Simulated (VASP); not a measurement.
A run of VASP 6.6.1 is set up as follows.

The input INCAR:

```
SYSTEM = WS2
  ALGO = Normal
  DIPOL = 0.5 0.5 0.498
  EDIFF = 1E-6
  ENCUT = 520
  GGA = PS
  IDIPOL = 3
  ISIF = 2
  ISMEAR = 0
  ISYM = 0
  LASPH = .True.
  LCHARG = .False.
  LDIPOL = .True.
  LREAL = .False.
  LWAVE = .False.
  NBANDS = 49
  NELM = 100
  PREC = Accurate
  SIGMA = 0.05
```

File KPOINTS:

```
k-points
0
Gamma
  9 4 1
  0 0 0
```

File POSCAR:

```
WS2
1.0
    3.1476068045      0.0000000000      0.0000000000
   -1.5738034023      6.4349390115      0.0000000000
    0.0000000000      0.0000000000     23.5179716437
S W
6 3
Direct
    0.1414535900      0.2829071800      0.3614257270
    0.9004252594      0.8008505187      0.3802388718
    0.6713612265      0.3427224530      0.4761718251
    0.4303328959      0.8606657918      0.4949849698
    0.2066757929      0.4135705099      0.5928352428
    0.9564383814      0.9131055188      0.6126165568
    0.5308948236      0.0617896473      0.4090820769
    0.0610648095      0.1222307704      0.5250648535
    0.5890163075      0.1782317724      0.6308122821
```

Potentials or basis: VASP PAW PBE potentials, release 64 (S, W_sv).

Launch:

```sh
$ cat potpaw_PBE.64/S/POTCAR potpaw_PBE.64/W_sv/POTCAR > POTCAR
$ mpirun -np 1 vasp_std > vasp.out
```

Q: Estimate the largest force.

A: 0.715 eV/Å.

Q: What does it give for the band gap on the k mesh?

A: Zero (bands 39 and 40 overlap by 0.27 eV).

Forces on the atoms (eV/Å):
```
S    0.001 -0.700  0.148
S   -0.004  0.643 -0.109
S    0.000 -0.174  0.140
S    0.000  0.243  0.131
S    0.000  0.015  0.013
S    0.000 -0.012  0.032
W    0.002 -0.017 -0.354
W    0.000  0.002  0.012
W    0.001  0.000 -0.012
```

Caveat: the PAW data sets were made with another functional, which shifts forces and pressure a little; spin-orbit coupling is left out, which moves the levels of the heavy elements.
